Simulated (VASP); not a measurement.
# Sc (P6_3/mmc) in VASP: notebook

Sc is run at these levels: PBEsol; tasks: single point.

Program: VASP 6.6.1. These are calculated values, not measurements. Logs are shortened: lines on timing, memory, paths and dates and some standing lists are left out, and cuts for length are marked.

## 1. The cell of the first run

It takes space group P6_3/mmc (No. 194, hexagonal). Conventional cell: a = 3.441 Å, b = 3.441 Å, c = 5.082 Å, α = 90.00°, β = 90.00°, γ = 120.00°. Sc (site symmetry -6m2) has 12 Sc at 3.23 to 3.44 Å within 4.2 Å.

## 2. Single point, PBEsol

Contents of INCAR:

```
  PREC = Accurate
  ENCUT = 520
  EDIFF = 1E-7
  ISMEAR = 0
  SIGMA = 0.15
  LREAL = F
  LASPH = T
  NELM = 100
  ALGO = Fast
  ISIF = 2
  LWAVE = F
  LCHARG = T
  GGA = PS
  LELF = T
  LVHAR = T
  NBANDS = 18
```

Contents of KPOINTS:

```
Automatic mesh
0
Gamma
  15 15 10
```

Contents of POSCAR:

```
Sc
1.0
    3.4408000000      0.0000000000      0.0000000000
   -1.7204000000      2.9798202094      0.0000000000
    0.0000000000      0.0000000000      5.0823813358
Sc
2
Direct
    0.3333333333      0.6666666667      0.2500000000
    0.6666666667      0.3333333333      0.7500000000
```

Potentials or basis: VASP PAW PBE potentials, release 64 (Sc_sv).

Run with:

```bash
cat potpaw_PBE.64/Sc_sv/POTCAR > POTCAR
mpirun -np 1 vasp_std > vasp.out
```

OUTCAR:

```text
PREC = Accurate
   ENCUT = 520
   EDIFF = 1E-7
   ISMEAR = 0
   LREAL = F
   LASPH = T
   NELM = 100
   ISIF = 2
   GGA = PS

 ion  position               nearest neighbor table
   1  0.333  0.667  0.250-   2 3.23   2 3.23   2 3.23   2 3.23   2 3.23   2 3.23
   2  0.667  0.333  0.750-   1 3.23   1 3.23   1 3.23   1 3.23   1 3.23   1 3.23

  LATTYP: Found a hexagonal cell.
 ALAT       =     3.4408000000
 C/A-ratio  =     1.4770929248

  Lattice vectors:

 A1 = (   3.4408000000,   0.0000000000,   0.0000000000)
 A2 = (  -1.7204000000,   2.9798202094,   0.0000000000)
 A3 = (   0.0000000000,   0.0000000000,   5.0823813358)

Analysis of symmetry for initial positions (statically):
=====================================================================
 Subroutine PRICEL returns:
 Original cell was already a primitive cell.

 Routine SETGRP: Setting up the symmetry group for a
 hexagonal supercell.

 Subroutine GETGRP returns: Found 24 space group operations
 (whereof 12 operations were pure point group operations)
 out of a pool of 24 trial point group operations.

The static configuration has the point symmetry D_3d.
 The point group associated with its full space group is D_6h.

Analysis of symmetry for dynamics (positions and initial velocities):
=====================================================================
 Subroutine PRICEL returns:
 Original cell was already a primitive cell.

 Routine SETGRP: Setting up the symmetry group for a
 hexagonal supercell.

 Subroutine GETGRP returns: Found 24 space group operations
 (whereof 12 operations were pure point group operations)
 out of a pool of 24 trial point group operations.

The dynamic configuration has the point symmetry D_3d.
 The point group associated with its full space group is D_6h.

 Subroutine INISYM returns: Found 24 space group operations
 (whereof 12 operations are pure point group operations),
 and found     1 'primitive' translations

----------------------------------------------------------------------------------------

                                     Primitive cell

  volume of cell :      52.1095

  direct lattice vectors                    reciprocal lattice vectors
     3.440800000  0.000000000  0.000000000     0.290630086  0.167795358  0.000000000
    -1.720400000  2.979820209  0.000000000     0.000000000  0.335590717  0.000000000
     0.000000000  0.000000000  5.082381336     0.000000000  0.000000000  0.196758160

  length of vectors
     3.440800000  3.440800000  5.082381336     0.335590717  0.335590717  0.196758160

  position of ions in fractional coordinates (direct lattice)
     0.333333333  0.666666667  0.250000000
     0.666666667  0.333333333  0.750000000

  ion indices of the primitive-cell ions
   primitive index   ion index
                 1           1
                 2           2

----------------------------------------------------------------------------------------

 KPOINTS: Automatic mesh

Automatic generation of k-mesh.
 Grid dimensions read from file:
 generate k-points for:   15   15   10

 Generating k-lattice:

  Cartesian coordinates                     Fractional coordinates (reciprocal lattice)
     0.019375339  0.011186357  0.000000000     0.066666667  0.000000000  0.000000000
     0.000000000  0.022372714  0.000000000     0.000000000  0.066666667  0.000000000
     0.000000000  0.000000000  0.019675816     0.000000000  0.000000000  0.100000000

  Length of vectors
     0.022372714  0.022372714  0.019675816

  Shift w.r.t. Gamma in fractional coordinates (k-lattice)
     0.000000000  0.000000000  0.000000000

 Subroutine IBZKPT returns following result:
 ===========================================

 Found    162 irreducible k-points:

 Following reciprocal coordinates:
            Coordinates               Weight
  0.000000  0.000000  0.000000      1.000000
  0.066667  0.000000  0.000000      6.000000
  0.133333 -0.000000  0.000000      6.000000
  0.200000 -0.000000  0.000000      6.000000
  0.266667 -0.000000  0.000000      6.000000
  0.333333  0.000000  0.000000      6.000000
[... 16 lines left out ...]
  0.333333  0.200000  0.000000     12.000000
  0.400000  0.200000  0.000000      6.000000
 [... further k-points ...]
   k-points           NKPTS =    162   k-points in BZ     NKDIM =    162   number of bands    NBANDS=     18
   number of dos      NEDOS =    301   number of ions     NIONS =      2
   total plane-waves  NPLWV =  31360
   dimension x,y,z NGX =    28 NGY =   28 NGZ =   40
   dimension x,y,z NGXF=    56 NGYF=   56 NGZF=   80
   ions per type =               2
   NGX,Y,Z   is equivalent  to a cutoff of  13.53, 13.53, 13.08 a.u.
   NGXF,Y,Z  is equivalent  to a cutoff of  27.06, 27.06, 26.17 a.u.
 SYSTEM =  unknown system
   PREC   = accura    normal or accurate (medium, high low for compatibility)
   ISTART =      0    job   : 0-new  1-cont  2-samecut
   ICHARG =      2    charge: 1-file 2-atom 10-const
   ISPIN  =      1    spin polarized calculation?
   LNONCOLLINEAR =      F non collinear calculations
   LSORBIT =      F    spin-orbit coupling
   LASPH  =      T    aspherical Exc in radial PAW
   ENCUT  =  520.0 eV  38.22 Ry    6.18 a.u.   6.40  6.40  9.45*2*pi/ulx,y,z
   NELM   =    100;   NELMIN=  2; NELMDL= -5     # of ELM steps
   EDIFF  = 0.1E-06   stopping-criterion for ELM
   LREAL  =      F    real-space projection
   EDIFFG = 0.1E-05   stopping-criterion for IOM
   NSW    =      0    number of steps for IOM
   IBRION =     -1    ionic relax: 0-MD 1-quasi-New 2-CG
   NFREE  =      0    steps in history (QN), initial steepest desc. (CG)
   ISIF   =      2    stress and relaxation
   ISYM   =      2    0-nonsym 1-usesym 2-fastsym
   POTIM  = 0.5000    time-step for ionic-motion
   TEBEG  =    0.0;   TEEND  =   0.0 temperature during run
   PSTRESS=    0.0 pullay stress
   NELECT =      22.0000    total number of electrons
   NUPDOWN=      -1.0000    fix difference up-down
   EMIN   =  10.00;   EMAX   =-10.00  energy-range for DOS
   EFERMI =   0.00;   METHOD = LEGACY
   ISMEAR =     0;   SIGMA  =   0.15  broadening in eV -4-tet -1-fermi 0-gaus
   EFERMI_NEDOS =   21; number of points for ismear=-14 and -15
   IALGO  =     68    algorithm
   IMIX   =      4    mixing-type and parameters
     AMIX     =   0.40;   BMIX     =  1.00
[... 23 lines left out ...]
  ---------------------------------------------------
  ext. energy  EPLUGINS =         0.00000000
  ---------------------------------------------------
  free energy    TOTEN  =       -13.14004035 eV

  energy without entropy =      -13.09374548  energy(sigma->0) =      -13.11689292

 E-fermi :   3.2416     XC(G=0):  -9.7617

 val. band max:        3.2389302163   @ k =   0.4000  -0.0000   0.4000
 cond. band min:       3.2487018049   @ k =   0.4667   0.0667   0.4000
 fundamental gap:      0.0097715886
 Fermi energy:         3.2416268413

 k-point     1 :       0.0000    0.0000    0.0000
  band No.  band energies     occupation
      1     -46.0972      2.00000
      2     -46.0277      2.00000
      3     -24.9939      2.00000
      4     -24.7101      2.00000
      5     -24.7101      2.00000
      6     -24.6359      2.00000
[... 10 lines left out ...]
     17       5.2444      0.00000
     18       5.2699      0.00000

 k-point     2 :       0.0667    0.0000    0.0000
  band No.  band energies     occupation
      1     -46.0956      2.00000
      2     -46.0275      2.00000
      3     -24.9889      2.00000
      4     -24.7177      2.00000
      5     -24.7132      2.00000
      6     -24.6442      2.00000
[... 10 lines left out ...]
     17       5.2582      0.00000
     18       5.3751      0.00000

 k-point     3 :       0.1333   -0.0000    0.0000
  band No.  band energies     occupation
      1     -46.0911      2.00000
      2     -46.0270      2.00000
      3     -24.9743      2.00000
      4     -24.7393      2.00000
      5     -24.7217      2.00000
      6     -24.6674      2.00000
[... 10 lines left out ...]
     17       5.4148      0.00000
     18       5.5747      0.00000

 k-point     4 :       0.2000   -0.0000    0.0000
  band No.  band energies     occupation
      1     -46.0843      2.00000
      2     -46.0265      2.00000
      3     -24.9514      2.00000
      4     -24.7714      2.00000
      5     -24.7338      2.00000
      6     -24.7008      2.00000
[... 10 lines left out ...]
     17       5.6586      0.00000
     18       5.8059      0.00000

 k-point     5 :       0.2667   -0.0000    0.0000
  band No.  band energies     occupation
      1     -46.0759      2.00000
      2     -46.0265      2.00000
      3     -24.9222      2.00000
      4     -24.8089      2.00000
      5     -24.7473      2.00000
      6     -24.7382      2.00000
[... 10 lines left out ...]
     17       5.9623      0.00000
     18       6.0722      0.00000

 k-point     6 :       0.3333    0.0000    0.0000
  band No.  band energies     occupation
      1     -46.0671      2.00000
      2     -46.0272      2.00000
      3     -24.8896      2.00000
      4     -24.8452      2.00000
      5     -24.7729      2.00000
      6     -24.7597      2.00000
[... 10 lines left out ...]
     17       6.2893      0.00000
     18       6.3876      0.00000

 k-point     7 :       0.4000   -0.0000    0.0000
  band No.  band energies     occupation
      1     -46.0592      2.00000
      2     -46.0287      2.00000
      3     -24.8739      2.00000
      4     -24.8583      2.00000
      5     -24.7993      2.00000
      6     -24.7692      2.00000
[... 10 lines left out ...]
     17       6.6303      0.00000
     18       6.7763      0.00000

 k-point     8 :       0.4667    0.0000    0.0000
  band No.  band energies     occupation
      1     -46.0541      2.00000
      2     -46.0303      2.00000
      3     -24.8897      2.00000
      4     -24.8366      2.00000
      5     -24.8136      2.00000
      6     -24.7744      2.00000
[... 10 lines left out ...]
     17       6.8510      0.00000
     18       7.1827      0.00000
[... 229 lines left out ...]
     17       6.5882      0.00000
     18       7.0230      0.00000

 k-point    20 :       0.4000    0.1333    0.0000
  band No.  band energies     occupation
      1     -46.0514      2.00000
      2     -46.0314      2.00000
      3     -24.8828      2.00000
      4     -24.8245      2.00000
      5     -24.8089      2.00000
      6     -24.7848      2.00000
[... 10 lines left out ...]
     17       6.7500      0.00000
     18       7.1213      0.00000

 k-point    21 :       0.2000    0.2000    0.0000
  band No.  band energies     occupation
      1     -46.0648      2.00000
      2     -46.0275      2.00000
      3     -24.8809      2.00000
      4     -24.8243      2.00000
      5     -24.8144      2.00000
      6     -24.7372      2.00000
[... 10 lines left out ...]
     17       6.2520      0.00000
     18       6.6318      0.00000

 k-point    22 :       0.2667    0.2000    0.0000
  band No.  band energies     occupation
      1     -46.0571      2.00000
      2     -46.0293      2.00000
      3     -24.8523      2.00000
      4     -24.8495      2.00000
      5     -24.8190      2.00000
      6     -24.7572      2.00000
[... 10 lines left out ...]
     17       6.6067      0.00000
     18       6.9625      0.00000

 k-point    23 :       0.3333    0.2000    0.0000
  band No.  band energies     occupation
      1     -46.0505      2.00000
      2     -46.0318      2.00000
      3     -24.8714      2.00000
      4     -24.8206      2.00000
      5     -24.8137      2.00000
      6     -24.7796      2.00000
[... 10 lines left out ...]
     17       6.7935      0.00000
     18       7.0875      0.00000

 k-point    24 :       0.4000    0.2000    0.0000
  band No.  band energies     occupation
      1     -46.0475      2.00000
      2     -46.0334      2.00000
      3     -24.8782      2.00000
      4     -24.8064      2.00000
      5     -24.8018      2.00000
      6     -24.7977      2.00000
[... 10 lines left out ...]
     17       6.9635      0.00000
     18       7.5108      0.00000

 [... further k-points ...]

------------------------ aborting loop because EDIFF is reached ----------------------------------------

  FORCE on cell =-STRESS in cart. coord.  units (eV):
  Direction    XX          YY          ZZ          XY          YZ          ZX
  --------------------------------------------------------------------------------------
  -------------------------------------------------------------------------------------
  Total       -1.9193975     -1.9193975     -0.7595664     -0.0000000     -0.0000000      0.0000000
  in kB      -59.0145040    -59.0145040    -23.3539093     -0.0000000     -0.0000000      0.0000000
  external PRESSURE =     -47.1276391 kB  Pullay stress =       0.0000000 kB

 VOLUME and BASIS-vectors are now :
 -----------------------------------------------------------------------------
  energy-cutoff  :      520.00
  volume of cell :       52.11
      direct lattice vectors                 reciprocal lattice vectors
     3.440800000  0.000000000  0.000000000     0.290630086  0.167795358  0.000000000
    -1.720400000  2.979820209  0.000000000     0.000000000  0.335590717  0.000000000
     0.000000000  0.000000000  5.082381336     0.000000000  0.000000000  0.196758160

 POSITION                                       TOTAL-FORCE (eV/Angst)
 -----------------------------------------------------------------------------------
     -0.00000      1.98655      1.27060         0.000000     -0.000000      0.000000
      1.72040      0.99327      3.81179        -0.000000      0.000000      0.000000
 -----------------------------------------------------------------------------------
    total drift:                               -0.000000      0.000000     -0.000000

  FREE ENERGIE OF THE ION-ELECTRON SYSTEM (eV)
  ---------------------------------------------------
  free  energy   TOTEN  =       -13.1400403467 eV

  energy  without entropy=      -13.0937454836  energy(sigma->0) =      -13.11689292
```

It took 5.5 min on 1 thread of Intel Xeon 8259CL, shared host; peak memory 0.26 GiB.

Results:

```
Free energy            : -13.1400 eV
Pressure               : -4.7 GPa
Band gap on the k mesh : zero (bands 11 and 12 overlap by 1.61 eV)
```

Levels at points of the mesh, in eV from the Fermi level:
```csv
k point,band 8,band 9,band 10,band 11,band 12,band 13,band 14,band 15
"(0.00, 0.00, 0.00)",-27.83,-5.01,-1.47,0.91,1.47,1.47,1.96,1.96
"(0.00, 0.00, 0.50)",-27.91,-3.41,-3.41,1.13,1.13,1.32,1.32,1.32
```

Caveat: the cell stands under tension; the PAW data sets were made with another functional, which shifts forces and pressure a little.

## 3. Single point, PBEsol

This run uses another cell than the first one, of the same volume but with other edges.

Contents of INCAR:

```
PREC = Accurate
ENCUT = 520
EDIFF = 1E-6
ISMEAR = 0
SIGMA = 0.15
LREAL = False
LASPH = True
NELM = 80
ALGO = Fast
ISIF = 2
LWAVE = False
LCHARG = False
GGA = PS
NBANDS = 18
```

Contents of KPOINTS:

```
regular mesh
0
Gamma
  15 15 10
```

Contents of POSCAR:

```
Sc
1.0
    3.3588000000      0.0000000000      0.0000000000
   -1.6794000000      2.9088061262      0.0000000000
    0.0000000000      0.0000000000      5.3365000000
Sc
2
Direct
    0.3333333333      0.6666666667      0.2500000000
    0.6666666667      0.3333333333      0.7500000000
```

Potentials or basis: VASP PAW PBE potentials, release 64 (Sc_sv).

Run with:

```bash
cat potpaw_PBE.64/Sc_sv/POTCAR > POTCAR
mpirun -np 1 vasp_std > vasp.out
```

Run time: 5.1 min. Hardware: 1 thread of Intel Xeon 8259CL, shared host; peak memory 0.26 GiB.

Results (log left out):

```
Free energy            : -13.1573 eV
Pressure               : -4.7 GPa
Band gap on the k mesh : zero (bands 11 and 12 overlap by 1.29 eV)
```

Stress tensor (GPa, compression positive):
```
-4.24  0.00  0.00
 0.00 -4.24  0.00
 0.00  0.00 -5.49
```

Levels at points of the mesh, in eV from the Fermi level:
| k point | band 7 | band 8 | band 9 | band 10 | band 11 | band 12 | band 13 | band 14 | band 15 | band 16 |
| --- | --- | --- | --- | --- | --- | --- | --- | --- | --- | --- |
| (0.00, 0.00, 0.00) | -27.89 | -27.87 | -5.03 | -1.61 | 0.37 | 1.53 | 1.53 | 1.65 | 1.92 | 1.92 |
| (0.00, 0.00, 0.50) | -27.91 | -27.91 | -3.59 | -3.59 | 0.87 | 0.87 | 1.47 | 1.47 | 1.47 | 1.47 |

Caveat: the cell stands under tension; the PAW data sets were made with another functional, which shifts forces and pressure a little.

## 4. Single point, PBEsol

This run uses another cell than the first one, of 26.71 Å³/atom.

Contents of INCAR:

```
SYSTEM = Sc
PREC = Accurate
ENCUT = 520
EDIFF = 1E-7
ISMEAR = 0
SIGMA = 0.15
LREAL = .False.
LASPH = .True.
NELM = 100
ALGO = Fast
ISIF = 2
LWAVE = .False.
LCHARG = .False.
GGA = PS
NBANDS = 18
```

Contents of KPOINTS:

```
regular mesh
0
Gamma
  15 15 10
  0 0 0
```

Contents of POSCAR:

```
Sc
1.0
    3.4408000000      0.0000000000      0.0000000000
   -1.7204000000      2.9798202094      0.0000000000
    0.0000000000      0.0000000000      5.2094000000
Sc
2
Direct
    0.3333333333      0.6666666667      0.2500000000
    0.6666666667      0.3333333333      0.7500000000
```

Run with:

```bash
cat potpaw_PBE.64/Sc_sv/POTCAR > POTCAR
mpirun -np 1 vasp_std > vasp.out
```

Wall time 6 min (1 thread of Intel Xeon 8259CL, shared host); peak memory 0.27 GiB.

The run converged. Its results:

* Free energy: -13.1132 eV
* Pressure: -5.7 GPa
* Band gap on the k mesh: zero (bands 11 and 12 overlap by 1.47 eV)

Stress tensor (GPa, compression positive):
```
-6.28  0.00  0.00
 0.00 -6.28  0.00
 0.00  0.00 -4.41
```

Levels at points of the mesh, in eV from the Fermi level:
| k point | band 9 | band 10 | band 11 | band 12 | band 13 | band 14 |
| --- | --- | --- | --- | --- | --- | --- |
| (0.00, 0.00, 0.00) | -4.97 | -1.48 | 0.67 | 1.46 | 1.46 | 1.86 |
| (0.00, 0.00, 0.50) | -3.45 | -3.45 | 1.02 | 1.02 | 1.35 | 1.35 |

Caveat: the cell stands under tension; the PAW data sets were made with another functional, which shifts forces and pressure a little.

## 5. Single point, PBEsol

This run uses another cell than the first one, of 26.81 Å³/atom.

Contents of INCAR:

```
PREC = Accurate
ENCUT = 520
EDIFF = 1E-6
ISMEAR = 0
SIGMA = 0.15
LREAL = False
LASPH = True
NELM = 80
ALGO = Fast
ISIF = 2
LWAVE = False
LCHARG = False
GGA = PS
NBANDS = 18
```

Contents of KPOINTS:

```
regular mesh
0
Gamma
  15 15 10
```

Contents of POSCAR:

```
Sc
1.0
    3.3588000000      0.0000000000      0.0000000000
   -1.6794000000      2.9088061262      0.0000000000
    0.0000000000      0.0000000000      5.4890000000
Sc
2
Direct
    0.3333333333      0.6666666667      0.2500000000
    0.6666666667      0.3333333333      0.7500000000
```

Run with:

```bash
cat potpaw_PBE.64/Sc_sv/POTCAR > POTCAR
mpirun -np 1 vasp_std > vasp.out
```

It took 5.1 min on 1 thread of Intel Xeon 8259CL, shared host; peak memory 0.27 GiB.

The run converged. Its results:

```yaml
Free_energy: -13.0973 eV
Pressure: -5.7 GPa
Band_gap_on_the_k_mesh: zero (bands 11 and 12 overlap by 1.12 eV)
```

Stress tensor (GPa, compression positive):
```
-4.76  0.00  0.00
 0.00 -4.76  0.00
 0.00  0.00 -7.47
```

Levels at points of the mesh, in eV from the Fermi level:
```
           k point  band 9  band 10  band 11  band 12  band 13  band 14
(0.00, 0.00, 0.00)   -4.98    -1.65     0.15     1.47     1.51     1.51
(0.00, 0.00, 0.50)   -3.62    -3.62     0.75     0.75     1.48     1.48
```

Caveat: the cell stands under tension; the PAW data sets were made with another functional, which shifts forces and pressure a little.

## 6. Overview

```csv
cell,further INCAR settings,gap on the mesh (eV),pressure (GPa)
"a = 3.441, b = 3.441, c = 5.082 Å, angles 90.0, 90.0, 120.0°, 2 atoms",ALGO = Fast; EDIFF = 1e-07; NBANDS = 18,none,-4.7
"a = 3.359, b = 3.359, c = 5.337 Å, angles 90.0, 90.0, 120.0°, 2 atoms",ALGO = Fast; EDIFF = 1e-06; NBANDS = 18,none,-4.7
"a = 3.441, b = 3.441, c = 5.209 Å, angles 90.0, 90.0, 120.0°, 2 atoms",ALGO = Fast; EDIFF = 1e-07; NBANDS = 18,none,-5.7
"a = 3.359, b = 3.359, c = 5.489 Å, angles 90.0, 90.0, 120.0°, 2 atoms",ALGO = Fast; EDIFF = 1e-06; NBANDS = 18,none,-5.7
```

Alike in all rows: task single point; level PBEsol; potentials or basis VASP PAW PBE potentials, release 64 (Sc_sv); no spin polarisation; k mesh 15 × 15 × 10; cutoff (eV) 520; smearing gaussian 0.15 eV.

Caveats: the cell stands under tension; the PAW data sets were made with another functional, which shifts forces and pressure a little.

Absolute energies hang on the potentials; compare differences alone.
